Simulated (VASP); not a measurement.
# AgAu2Cl3 (Cmmm) in VASP: single point with r2SCAN+rVV10

Aim: the single point of AgAu2Cl3 with r2SCAN+rVV10.

Everything below comes from runs of VASP 6.6.1. Logs are shortened: lines on timing, memory, paths and dates and some standing lists are left out, and cuts for length are marked.

## Step 1: The cell of the first run

It takes space group Cmmm (No. 65, orthorhombic). The conventional cell has a = 6.140 Å, b = 9.924 Å, c = 4.537 Å, α = 90.00°, β = 90.00°, γ = 90.00°. Within 3.1 Å of Ag (site symmetry mmm) lie 2 Cl at 2.34 Å. Au (site symmetry 2/m) has 6 Cl at 2.74 to 2.92 Å and 2 Au at 3.07 Å within 3.6 Å. Within 3.1 Å of Cl (site symmetry m2m) lie 1 Ag at 2.34 Å and 4 Au at 2.74 Å and 2 Cl at 3.08 Å. Within 3.8 Å of Cl (site symmetry mmm) lie 4 Au at 2.92 Å and 4 Cl at 3.47 Å.

## Step 2: Single point, r2SCAN+rVV10

Input file POSCAR:

```
AgAu2Cl3
1.0
    3.0700376973     -4.9619246866      0.0000000000
    3.0700376973      4.9619246866      0.0000000000
    0.0000000000      0.0000000000      4.5372273337
Ag Au Cl
1 2 3
Direct
    0.0000000000      0.0000000000      0.0000000000
    0.5000000000      0.0000000000      0.5000000000
    0.0000000000      0.5000000000      0.5000000000
    0.7644331298      0.2355668702      0.0000000000
    0.2355668702      0.7644331298      0.0000000000
    0.5000000000      0.5000000000      0.5000000000
```

Input file INCAR.step1:

```
  ALGO = Normal
  EDIFF = 1E-4
  ENCUT = 520
  GGA = PE
  ISMEAR = -1
  LASPH = T
  LCHARG = F
  LREAL = F
  LWAVE = T
  NBANDS = 36
  NELM = 100
  PREC = Accurate
  SIGMA = 0.03
```

Input file INCAR.step2:

```
  ALGO = Normal
  BPARAM = 11.95
  CPARAM = 0.0093
  EDIFF = 1E-6
  ENCUT = 520
  ISIF = 2
  ISMEAR = -1
  ISTART = 1
  IVDW_NL = 2
  LASPH = T
  LCHARG = T
  LELF = T
  LMIXTAU = T
  LREAL = F
  LUSE_VDW = T
  LVHAR = T
  LWAVE = F
  METAGGA = R2SCAN
  NBANDS = 36
  NELM = 100
  PREC = Accurate
  SIGMA = 0.03
```

Input file KPOINTS:

```
k-points
0
Gamma
  4 4 6
```

Potentials or basis: VASP PAW PBE potentials, release 64 (Ag, Au, Cl).

On the command line:

```sh
$ cat potpaw_PBE.64/Ag/POTCAR potpaw_PBE.64/Au/POTCAR potpaw_PBE.64/Cl/POTCAR > POTCAR
$ cp INCAR.step1 INCAR
$ mpirun -np 1 vasp_std > vasp.out
$ cp INCAR.step2 INCAR
$ mpirun -np 1 vasp_std > vasp.out
```

OUTCAR:

```text
BPARAM = 11.95
   EDIFF = 1E-6
   ENCUT = 520
   ISIF = 2
   ISMEAR = -1
   ISTART = 1
   IVDW_NL = 2
   LASPH = T
   LREAL = F
   METAGGA = R2SCAN
   NELM = 100
   PREC = Accurate

 ion  position               nearest neighbor table
   1  0.000  0.000  0.000-   4 2.34   5 2.34
   2  0.500  0.000  0.500-   4 2.74   5 2.74   4 2.74   5 2.74   6 2.92   6 2.92   3 3.07   3 3.07

   3  0.000  0.500  0.500-   4 2.74   5 2.74   4 2.74   5 2.74   6 2.92   6 2.92   2 3.07   2 3.07

   4  0.764  0.236  0.000-   1 2.34   2 2.74   3 2.74   2 2.74   3 2.74
   5  0.236  0.764  0.000-   1 2.34   2 2.74   3 2.74   2 2.74   3 2.74
   6  0.500  0.500  0.500-   2 2.92   3 2.92   2 2.92   3 2.92

  LATTYP: Found a base centered orthorhombic cell.
 ALAT       =     6.1400753946
 B/A-ratio  =     1.6162422667
 C/A-ratio  =     0.7389530327

  Lattice vectors:

 A1 = (   3.0700376973,  -4.9619246866,   0.0000000000)
 A2 = (   3.0700376973,   4.9619246866,   0.0000000000)
 A3 = (   0.0000000000,   0.0000000000,   4.5372273337)

Analysis of symmetry for initial positions (statically):
=====================================================================
 Subroutine PRICEL returns:
 Original cell was already a primitive cell.

 Routine SETGRP: Setting up the symmetry group for a
 base centered orthorhombic supercell.

 Subroutine GETGRP returns: Found  8 space group operations
 (whereof  8 operations were pure point group operations)
 out of a pool of  8 trial point group operations.

The static configuration has the point symmetry D_2h.

Analysis of symmetry for dynamics (positions and initial velocities):
=====================================================================
 Subroutine PRICEL returns:
 Original cell was already a primitive cell.

 Routine SETGRP: Setting up the symmetry group for a
 base centered orthorhombic supercell.

 Subroutine GETGRP returns: Found  8 space group operations
 (whereof  8 operations were pure point group operations)
 out of a pool of  8 trial point group operations.

The dynamic configuration has the point symmetry D_2h.

 Subroutine INISYM returns: Found  8 space group operations
 (whereof  8 operations are pure point group operations),
 and found     1 'primitive' translations

----------------------------------------------------------------------------------------

                                     Primitive cell

  volume of cell :     138.2339

  direct lattice vectors                    reciprocal lattice vectors
     3.070037697 -4.961924687  0.000000000     0.162864450 -0.100767350  0.000000000
     3.070037697  4.961924687  0.000000000     0.162864450  0.100767350  0.000000000
     0.000000000  0.000000000  4.537227334     0.000000000  0.000000000  0.220398919

  length of vectors
     5.834880295  5.834880295  4.537227334     0.191517330  0.191517330  0.220398919

  position of ions in fractional coordinates (direct lattice)
     0.000000000  0.000000000  0.000000000
     0.500000000  0.000000000  0.500000000
     0.000000000  0.500000000  0.500000000
     0.764433130  0.235566870  0.000000000
     0.235566870  0.764433130  0.000000000
     0.500000000  0.500000000  0.500000000

  ion indices of the primitive-cell ions
   primitive index   ion index
                 1           1
                 2           2
                 3           3
                 4           4
                 5           5
                 6           6

----------------------------------------------------------------------------------------

 KPOINTS: k-points

Automatic generation of k-mesh.
 Grid dimensions read from file:
 generate k-points for:    4    4    6

 Generating k-lattice:

  Cartesian coordinates                     Fractional coordinates (reciprocal lattice)
     0.040716112 -0.025191837  0.000000000     0.250000000  0.000000000  0.000000000
     0.040716112  0.025191837  0.000000000     0.000000000  0.250000000  0.000000000
     0.000000000  0.000000000  0.036733153     0.000000000  0.000000000  0.166666667

  Length of vectors
     0.047879333  0.047879333  0.036733153

  Shift w.r.t. Gamma in fractional coordinates (k-lattice)
     0.000000000  0.000000000  0.000000000

 Subroutine IBZKPT returns following result:
 ===========================================

 Found     28 irreducible k-points:

 Following reciprocal coordinates:
            Coordinates               Weight
  0.000000  0.000000  0.000000      1.000000
  0.250000  0.000000  0.000000      4.000000
  0.500000  0.000000  0.000000      2.000000
  0.250000  0.250000  0.000000      2.000000
  0.500000  0.250000  0.000000      4.000000
 -0.250000  0.250000  0.000000      2.000000
[... 16 lines left out ...]
  0.250000  0.000000  0.500000      4.000000
  0.500000  0.000000  0.500000      2.000000
 [... further k-points ...]
   k-points           NKPTS =     28   k-points in BZ     NKDIM =     28   number of bands    NBANDS=     36
   number of dos      NEDOS =    301   number of ions     NIONS =      6
   total plane-waves  NPLWV =  82944
   dimension x,y,z NGX =    48 NGY =   48 NGZ =   36
   dimension x,y,z NGXF=    96 NGYF=   96 NGZF=   72
   ions per type =               1   2   3
   NGX,Y,Z   is equivalent  to a cutoff of  13.68, 13.68, 13.19 a.u.
   NGXF,Y,Z  is equivalent  to a cutoff of  27.35, 27.35, 26.38 a.u.
 SYSTEM =  unknown system
   PREC   = accura    normal or accurate (medium, high low for compatibility)
   ISTART =      1    job   : 0-new  1-cont  2-samecut
   ICHARG =      0    charge: 1-file 2-atom 10-const
   ISPIN  =      1    spin polarized calculation?
   LNONCOLLINEAR =      F non collinear calculations
   LSORBIT =      F    spin-orbit coupling
   LASPH  =      T    aspherical Exc in radial PAW
   ENCUT  =  520.0 eV  38.22 Ry    6.18 a.u.  10.85 10.85  8.44*2*pi/ulx,y,z
   NELM   =    100;   NELMIN=  2; NELMDL=  0     # of ELM steps
   EDIFF  = 0.1E-05   stopping-criterion for ELM
   LREAL  =      F    real-space projection
   EDIFFG = 0.1E-04   stopping-criterion for IOM
   NSW    =      0    number of steps for IOM
   IBRION =     -1    ionic relax: 0-MD 1-quasi-New 2-CG
   NFREE  =      0    steps in history (QN), initial steepest desc. (CG)
   ISIF   =      2    stress and relaxation
   ISYM   =      2    0-nonsym 1-usesym 2-fastsym
   POTIM  = 0.5000    time-step for ionic-motion
   TEBEG  =    0.0;   TEEND  =   0.0 temperature during run
   PSTRESS=    0.0 pullay stress
   NELECT =      54.0000    total number of electrons
   NUPDOWN=      -1.0000    fix difference up-down
   EMIN   =  10.00;   EMAX   =-10.00  energy-range for DOS
   EFERMI =   0.00;   METHOD = LEGACY
   ISMEAR =    -1;   SIGMA  =   0.03  broadening in eV -4-tet -1-fermi 0-gaus
   EFERMI_NEDOS =   21; number of points for ismear=-14 and -15
   IALGO  =     38    algorithm
   IMIX   =      4    mixing-type and parameters
     AMIX     =   0.40;   BMIX     =  1.00
     AMIX_MAG =   1.60;   BMIX_MAG =  1.00
  volume/ion in A,a.u.               =      23.04       155.47
  Fermi-wavevector in a.u.,A,eV,Ry     =   1.196744  2.261518 19.486214  1.432196
  Thomas-Fermi vector in A             =   2.332677
   LORBIT       =      0    0 simple, 1 ext, 2 COOP (PROOUT), +10 PAW based schemes
   METAGGA = R2SCAN    functional components
   LHFCALC =     F    Hartree Fock is set to
   AEXX    =    0.0000 exact exchange contribution
   IVDW_NL    =     2    kernel type
   BPARAM     =11.9500
   IVDW    =     0    specifies the selected vdW correction
   LEPSILON=     F    determine dielectric tensor
   LRPA    =     F    only Hartree local field effects (RPA)
 non-spin polarized calculation
  energy-cutoff  :      520.00
  volume of cell :      138.23
 maximum number of plane-waves:      3766
 NGX is ok and might be reduce to    48
   NGX = 21   NGY = 21   NGZ = 17

 number of electron      54.0000006 magnetization

 Free energy of the ion-electron system (eV)
  ---------------------------------------------------
  ext. energy  EPLUGINS =         0.00000000
  ---------------------------------------------------
  free energy    TOTEN  =      -139.17546944 eV

  energy without entropy =     -139.17374423  energy(sigma->0) =     -139.17460684

 E-fermi :   3.7755     XC(G=0): -10.2896

 val. band max:        3.7362632418   @ k =  -0.2500   0.2500   0.0000
 cond. band min:       3.8147855947   @ k =   0.0000   0.0000   0.0000
 fundamental gap:      0.0785223529
 Fermi energy:         3.7755192272

 k-point     1 :       0.0000    0.0000    0.0000
  band No.  band energies     occupation
      1     -13.5955      2.00000
      2     -12.6313      2.00000
      3     -11.3522      2.00000
      4      -3.2885      2.00000
      5      -2.8120      2.00000
      6      -2.4717      2.00000
[... 28 lines left out ...]
     35      11.9360      0.00000
     36      12.2202      0.00000

 k-point     2 :       0.2500    0.0000    0.0000
  band No.  band energies     occupation
      1     -13.4730      2.00000
      2     -12.7896      2.00000
      3     -11.3377      2.00000
      4      -2.9054      2.00000
      5      -2.6784      2.00000
      6      -2.5507      2.00000
[... 28 lines left out ...]
     35      11.5417      0.00000
     36      12.3401      0.00000

 k-point     3 :       0.5000    0.0000    0.0000
  band No.  band energies     occupation
      1     -13.2078      2.00000
      2     -13.0897      2.00000
      3     -11.3232      2.00000
      4      -2.7849      2.00000
      5      -2.4053      2.00000
      6      -2.1411      2.00000
[... 28 lines left out ...]
     35      11.9393      0.00000
     36      12.2982      0.00000
[... 742 lines left out ...]
 k-point    23 :       0.2500    0.0000    0.5000
  band No.  band energies     occupation
      1     -13.3257      2.00000
      2     -12.8083      2.00000
      3     -11.3509      2.00000
      4      -3.2401      2.00000
      5      -2.5000      2.00000
      6      -2.1182      2.00000
[... 28 lines left out ...]
     35      12.1582      0.00000
     36      12.4171      0.00000

 k-point    24 :       0.5000    0.0000    0.5000
  band No.  band energies     occupation
      1     -13.1454      2.00000
      2     -13.0071      2.00000
      3     -11.3318      2.00000
      4      -2.7668      2.00000
      5      -2.7274      2.00000
      6      -2.6046      2.00000
[... 28 lines left out ...]
     35      12.5988      0.00000
     36      13.1265      0.00000

 [... further k-points ...]
[... 5 lines left out ...]
  --------------------------------------------------------------------------------------
  -------------------------------------------------------------------------------------
  Total        0.1151815     -0.1239448      0.1598498     -0.0000000      0.0000000      0.0000000
  in kB        1.3349932     -1.4365624      1.8527134     -0.0000000      0.0000000      0.0000000
  external PRESSURE =       0.5837147 kB  Pullay stress =       0.0000000 kB

 VOLUME and BASIS-vectors are now :
 -----------------------------------------------------------------------------
  energy-cutoff  :      520.00
  volume of cell :      138.23
      direct lattice vectors                 reciprocal lattice vectors
     3.070037697 -4.961924687  0.000000000     0.162864450 -0.100767350  0.000000000
     3.070037697  4.961924687  0.000000000     0.162864450  0.100767350  0.000000000
     0.000000000  0.000000000  4.537227334     0.000000000  0.000000000  0.220398919

 POSITION                                       TOTAL-FORCE (eV/Angst)
 -----------------------------------------------------------------------------------
      0.00000      0.00000      0.00000        -0.000000      0.000000      0.000000
      1.53502     -2.48096      2.26861         0.000000     -0.000000      0.000000
      1.53502      2.48096      2.26861        -0.000000      0.000000      0.000000
      3.07004     -2.62419      0.00000        -0.000000     -0.028699      0.000000
      3.07004      2.62419      0.00000        -0.000000      0.028699      0.000000
      3.07004      0.00000      2.26861        -0.000000      0.000000      0.000000
 -----------------------------------------------------------------------------------
    total drift:                               -0.000000     -0.000000     -0.000000

  FREE ENERGIE OF THE ION-ELECTRON SYSTEM (eV)
  ---------------------------------------------------
  free  energy   TOTEN  =      -139.1754694367 eV

  energy  without entropy=     -139.1737442343  energy(sigma->0) =     -139.17460684
```

Run time: 9.9 min. Hardware: 1 thread of Oxide Virtual Turin-like, shared host; peak memory 0.64 GiB.

What came out:

- Free energy: -139.1755 eV
- Pressure: 0.1 GPa
- Largest force: 0.029 eV/Å
- Band gap on the k mesh: 0.08 eV, indirect (least direct gap 0.30 eV)

Forces on the atoms (eV/Å):
```
Ag   0.000  0.000  0.000
Au   0.000  0.000  0.000
Au   0.000  0.000  0.000
Cl   0.000 -0.029  0.000
Cl   0.000  0.029  0.000
Cl   0.000  0.000  0.000
```

Stress tensor (GPa, compression positive):
```
 0.13  0.00  0.00
 0.00 -0.14  0.00
 0.00  0.00  0.19
```

Caveat: the PAW data sets were made with another functional, which shifts forces and pressure a little; spin-orbit coupling is left out, which moves the levels of the heavy elements.
